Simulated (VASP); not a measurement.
A run of VASP 6.6.1 is set up as follows.

File INCAR:

```
SYSTEM = TiO2
ALGO = Normal ; EDIFF = 1E-6
ENCUT = 520 ; GGA = PE
ISIF = 2 ; ISMEAR = -1
ISYM = 0 ; LASPH = .True.
LCHARG = .False. ; LREAL = Auto
LWAVE = .False. ; NBANDS = 87
NELM = 100 ; PREC = Accurate
SIGMA = 0.2111
```

The input KPOINTS:

```
k-points
0
Gamma
  1 1 1
  0 0 0
```

POSCAR

```
TiO2
1.0
    5.9678230000     -0.0646880000     -0.1248110000
   -0.0646880000      6.0763150000     -0.0548890000
   -0.1248110000     -0.0548890000      5.9604060000
Ti O
6 12
Direct
    0.9279902930      0.1685157711      0.9694487353
    0.5131079815      0.8130202657      0.5414984130
   -0.0116595678      0.5559719664      0.6576187097
    0.7547188011      0.5502678251      0.2093204488
    0.1503173430      0.1054590246      0.4868830745
    0.4100624368     -0.0032147087      0.0265681315
    1.0269356534      0.8628277272      0.6142696684
    0.5264782536      0.3908522522      0.0904293712
    0.1992878626      0.2938664723      0.7479954141
    0.9784080204      0.3727658409      0.3436829350
    0.7165097111      0.8430937134      0.2845269038
    0.3128251150      0.6529351794      0.4015338845
    0.6861740369      0.0558474718      0.8546084746
    0.0783543232      1.0012784455      0.1566370905
    0.6642835445      0.5597641360      0.5409106002
    0.4546703406      0.1187559366      0.3624362593
    0.4168697394      0.7760513056      0.8430235472
    0.9519783558      0.4905670464      0.9592145410
```

Potentials or basis: VASP PAW PBE potentials, release 64 (Ti_sv, O).

Run with:

```console
$ cat potpaw_PBE.64/Ti_sv/POTCAR potpaw_PBE.64/O/POTCAR > POTCAR
$ mpirun -np 1 vasp_gam > vasp.out
```

What does it give for the band gap on the k mesh?

1.53 eV.

Estimate the largest force.

5.715 eV/Å.

Predict the pressure.

1.9 GPa.

Forces on the atoms (eV/Å):
```
Ti   1.710  2.924 -0.110
Ti   0.062  0.434 -1.833
Ti   0.315  0.703 -1.874
Ti  -2.497 -0.289  0.323
Ti   0.915  1.671 -2.892
Ti   2.422  2.105  3.007
O   -0.366  0.025  1.166
O    1.404  0.024 -0.222
O   -1.403 -2.316 -0.799
O    0.689 -1.760  2.670
O   -0.971  0.352 -2.234
O   -1.532  1.195  0.245
O   -1.380 -0.255 -0.699
O    1.707 -0.811 -0.748
O    4.718 -2.558  1.965
O   -3.174 -1.892  2.514
O   -1.664 -0.571  0.834
O   -0.954  1.021 -1.314
```

Caveat: the k points lie up to 1.05 Å⁻¹ apart.
